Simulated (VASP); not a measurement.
**SnO2: single point with PBE+D3(BJ)**

SnO2:

```
Sn O
1.0
     3.23734    1.86908    4.29084
    -3.23734    1.86908    4.29084
     0.00000   -3.73816    4.29084
Sn O
4 8
Direct
  0.86478 0.86478 0.86478
  0.36479 0.36479 0.86479
  0.36479 0.86479 0.36479
  0.86479 0.36479 0.36479
  0.12734 0.61809 0.61809
  0.62731 0.11812 0.61809
  0.62731 0.61809 0.11812
  0.60226 0.61148 0.61148
  0.12734 0.11811 0.11811
  0.10224 0.11147 0.61147
  0.10224 0.61147 0.11147
  0.60226 0.11147 0.11147
```

This cell differs from its parent crystal: atoms displaced along a vibrational mode.

```json
{
  "Program": "VASP 6.6.1",
  "Task": "single point",
  "Functional": "PBE",
  "Dispersion": "D3(BJ)",
  "Potentials or basis": "VASP PAW PBE potentials, release 64 (Sn_d, O)",
  "Cutoff": "520 eV",
  "k mesh": "6 × 6 × 6",
  "Occupations": "gaussian, width 0.05 eV",
  "Spin": "no spin polarisation",
  "Dipole correction": "no",
  "Further INCAR settings": "ALGO = Normal; EDIFF = 1e-07; NBANDS = 64"
}
```

The pressure is 0.8 GPa, the largest force is 0.416 eV/Å and the band gap on the k mesh is 1.55 eV. The dispersion energy per atom is -0.201 eV.

Forces on the atoms (eV/Å):
```
Sn  -0.001  0.000  0.000
Sn   0.001 -0.001  0.000
Sn   0.000  0.001  0.000
Sn   0.000  0.000 -0.001
O   -0.353 -0.204 -0.081
O   -0.352 -0.204 -0.081
O   -0.352 -0.203 -0.081
O    0.352  0.203  0.081
O   -0.352 -0.203 -0.082
O    0.353  0.203  0.082
O    0.352  0.204  0.082
O    0.353  0.204  0.081
```

Stress tensor (GPa, compression positive):
```
 0.85 -0.33  2.60
-0.33  1.23  1.50
 2.60  1.50  0.45
```

Levels at points of the mesh, in eV from the valence-band top:
| k point | band 49 | band 50 | band 51 | band 52 | band 53 | band 54 | band 55 | band 56 |
| --- | --- | --- | --- | --- | --- | --- | --- | --- |
| (0.00, 0.00, 0.00) | -0.06 | -0.06 | -0.03 | 0.00 | 1.55 | 4.66 | 4.85 | 4.85 |
| (0.50, 0.00, 0.00) | -0.45 | -0.45 | -0.06 | -0.06 | 4.00 | 4.00 | 5.59 | 5.59 |
| (0.00, 0.50, 0.00) | -0.37 | -0.37 | -0.08 | -0.08 | 4.10 | 4.10 | 5.53 | 5.53 |
| (0.50, 0.50, 0.00) | -0.59 | -0.59 | -0.18 | -0.18 | 4.50 | 4.50 | 5.52 | 5.52 |
| (0.00, 0.50, 0.50) | -0.57 | -0.57 | -0.13 | -0.13 | 4.42 | 4.42 | 5.61 | 5.61 |
| (0.50, 0.50, 0.50) | -1.05 | -0.98 | -0.89 | -0.89 | 3.48 | 5.15 | 5.37 | 5.37 |

Run time: 24 min on 1 thread of Oxide Virtual Turin-like Processor (shared host), peak memory 0.55 GiB.

Caveat: the cell differs from its parent crystal (atoms displaced along a vibrational mode); spin-orbit coupling is left out, which moves the levels of the heavy elements.
